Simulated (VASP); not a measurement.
**BaO: single point with PBE**

BaO:

```
CELL_PARAMETERS angstrom
0.00000 2.81431 2.81431
2.81431 0.00000 2.81431
2.81431 2.81431 0.00000
ATOMIC_POSITIONS crystal
Ba 0.00000 0.00000 0.00000
O 0.50000 0.50000 0.50000
```

| Item | Value |
| --- | --- |
| Program | VASP 6.6.1 |
| Task | single point |
| Functional | PBE |
| Potentials or basis | VASP PAW PBE potentials, release 64 (Ba_sv, O) |
| Cutoff | 600 eV |
| k mesh | 6 × 6 × 6 |
| Occupations | gaussian, width 0.01 eV |
| Spin | no spin polarisation |

```
Pressure               : -0.6 GPa
Band gap on the k mesh : 2.13 eV
```

Levels at points of the mesh, in eV from the valence-band top:
```
           k point  band 5  band 6  band 7  band 8  band 9  band 10  band 11  band 12
(0.00, 0.00, 0.00)  -10.52   -0.22   -0.22   -0.22    3.35     4.70     4.70     4.70
(0.50, 0.00, 0.00)  -10.63   -1.81   -1.27   -1.27    4.87     7.01     7.01     7.92
(0.50, 0.50, 0.00)  -11.02   -0.09   -0.09    0.00    2.13     5.79     8.67     9.10
```

It took 7 s on 1 thread of AMD EPYC 9R45 96-Core Processor (Zen 5), with other jobs on the host, peak memory 0.15 GiB.

Caveat: spin-orbit coupling is left out, which moves the levels of the heavy elements. A k mesh can miss the band edges.
